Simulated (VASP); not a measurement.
A run of VASP 6.6.1:

The input INCAR:

```
SYSTEM = Si
PREC = Accurate
ENCUT = 520
EDIFF = 1E-6
ISMEAR = 0
SIGMA = 0.03
LREAL = .FALSE.
LASPH = .TRUE.
NELM = 60
ALGO = Normal
ISIF = 2
LWAVE = .FALSE.
LCHARG = .FALSE.
GGA = PS
NBANDS = 16
```

KPOINTS

```
Automatic mesh
0
G
  10 10 10
  0 0 0
```

POSCAR

```
Si
1.0
   -3.2256809613      3.2256809613      1.9223856600
    3.2256809613     -3.2256809613      1.9223856600
    3.2256809613      3.2256809613     -1.9223856600
Si
4
Direct
    0.1788010600      0.1788010600      0.3576021200
    0.8211989400      0.8211989400      0.6423978800
    0.1788010600      0.8211989400      0.0000000000
    0.8211989400      0.1788010600      0.0000000000
```

Potentials or basis: VASP PAW PBE potentials, release 64 (Si).

Command:

```console
$ cat potpaw_PBE.64/Si/POTCAR > POTCAR
$ mpirun -np 1 vasp_std > vasp.out
```

Hardware: 1 thread of Intel(R) Xeon(R) 6975P-C (Granite Rapids) (shared host).

Question: Estimate the wall time of this run.

Answer: Run time: 46 s on 1 thread of Intel(R) Xeon(R) 6975P-C (Granite Rapids) (shared host), peak memory 0.27 GiB. Counts: scf iterations 12, k points 102.
